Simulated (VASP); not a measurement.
Input of a VASP 6.6.1 run:

File INCAR:

```
SYSTEM = Li5F4
  PREC = Accurate
  ENCUT = 520
  EDIFF = 1E-7
  ISMEAR = 0
  SIGMA = 0.05
  LREAL = .False.
  LASPH = .True.
  NELM = 100
  ALGO = Normal
  ISIF = 2
  LWAVE = .False.
  LCHARG = .True.
  LDIPOL = .True.
  IDIPOL = 3
  DIPOL = 0.5 0.5 0.500
  GGA = PS
  LELF = .True.
  LVHAR = .True.
  LVACPOTAV = .True.
  NBANDS = 32
```

The input KPOINTS:

```
regular mesh
0
Gamma
  12 12 1
  0 0 0
```

POSCAR

```
Li5F4
1.0
    2.8340101036      0.0000000000      0.0000000000
   -1.4170050518      2.4543247442      0.0000000000
    0.0000000000      0.0000000000     24.2558382394
Li F
5 4
Direct
    0.6666666667      0.3333333333      0.3083121744
    0.3333333333      0.6666666667      0.4045941643
    0.0000000000      0.0000000000      0.4999999850
    0.6666666667      0.3333333333      0.5954058522
    0.3333333333      0.6666666667      0.6916878230
    0.0000000000      0.0000000000      0.3564842894
    0.6666666667      0.3333333333      0.4522831192
    0.3333333333      0.6666666667      0.5477168495
    0.0000000000      0.0000000000      0.6435157429
```

Potentials or basis: VASP PAW PBE potentials, release 64 (Li_sv, F).

The run is started by

```bash
$ cat potpaw_PBE.64/Li_sv/POTCAR potpaw_PBE.64/F/POTCAR > POTCAR
$ mpirun -np 1 vasp_std > vasp.out
```

Question: What does it give for the largest force?

Answer: 0.011 eV/Å.

Forces on the atoms (eV/Å):
```
Li   0.000  0.000 -0.011
Li   0.000  0.000 -0.001
Li   0.000  0.000  0.000
Li   0.000  0.000  0.001
Li   0.000  0.000  0.011
F    0.000  0.000  0.000
F    0.000  0.000  0.000
F    0.000  0.000  0.000
F    0.000  0.000  0.000
```

Caveat: the PAW data sets were made with another functional, which shifts forces and pressure a little; an odd number of electrons without spin polarisation forces a metal; a magnetic or distorted state may lie lower.
